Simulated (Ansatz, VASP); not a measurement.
PtSe: VASP beside Ansatz

```xyz
2
Lattice="0.0000 2.7413 2.7413 2.7413 0.0000 2.7413 2.7413 2.7413 0.0000" Properties=species:S:1:pos:R:3 pbc="T T T"
Pt    2.7413    2.7413    2.7413
Se    0.0000    0.0000    0.0000
```

Alike in both runs: task single point; functional PBE; k mesh 8 × 8 × 8; occupations fermi-dirac, width 0.05 eV; no spin polarisation.

|  | VASP | Ansatz |
| --- | --- | --- |
| version | VASP 6.6.1 | Ansatz 0.2.0 |
| potentials or method | VASP PAW PBE potentials, release 64 (Pt, Se) | Ansatz PAW soft_1 |
| plane-wave cutoff (eV) | 500 | 420 |
| valence electrons in the cell | 16 | 34 |

|  | VASP | Ansatz | Ansatz less VASP |
| --- | --- | --- | --- |
| gap on the k mesh at the Fermi level (eV) | none | none | - |
| pressure (GPa) | -10.9 | -10.9 | +0.07 |

A gap of «none» marks a metal or a gap that the smearing closes. The functional is the same, so the differences come from potentials, cutoffs and numerics. VASP's potentials hold 16 valence electrons a cell and Ansatz's 34, so a difference there can come from the potentials and not from the codes.

Neither program's run includes spin-orbit coupling.
